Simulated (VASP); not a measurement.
Runs of VASP 6.6.1 on RbNa3Te2. The structure is that of space group P6/mmm (No. 191), or close to it. The cells are those of the table. 

| task | cell | k mesh | cutoff (eV) | gap on the mesh (eV) | pressure (GPa) | relaxed volume (Å³/atom) |
| --- | --- | --- | --- | --- | --- | --- |
| relaxation of cell and atoms | relaxed from a = 6.376, b = 6.376, c = 4.959 Å, angles 90.0, 90.0, 120.0°, 6 atoms | 3 × 3 × 4 | 600 | none | -0.1 | 37.48 |
| single point | a = 6.376, b = 6.376, c = 4.959 Å, angles 90.0, 90.0, 120.0°, 6 atoms | 3 × 3 × 4 | 520 | none | 5.1 | - |
| relaxation of cell and atoms | relaxed from a = 7.468, b = 7.468, c = 4.583 Å, angles 90.0, 90.0, 120.0°, 6 atoms | 6 × 6 × 8 | 600 | none | 0.0 | 37.40 |
| single point | a = 7.468, b = 7.468, c = 4.583 Å, angles 90.0, 90.0, 120.0°, 6 atoms | 3 × 3 × 4 | 520 | none | (a) | - |
| single point | a = 7.524, b = 7.524, c = 4.565 Å, angles 90.0, 90.0, 120.0°, 6 atoms | 6 × 6 × 8 | 520 | none | 0.0 | - |

Alike in all rows: level PBE; potentials or basis VASP PAW PBE potentials, release 64 (Rb_sv, Na_pv, Te); no spin polarisation; smearing gaussian 0.1 eV.

**Question.** Fill in the values left out.

**Answer.** (a) 0.2.

Caveats: some runs use coarse meshes; spin-orbit coupling is left out, which moves the levels of the heavy elements; the volume moved by over 15 % at a fixed basis, so the end points are rough (some runs).

A k mesh can miss the band edges, and the runs leave out spin-orbit coupling on Rb, Te.

A gap of «none» marks levels without a gap at the run's occupations.
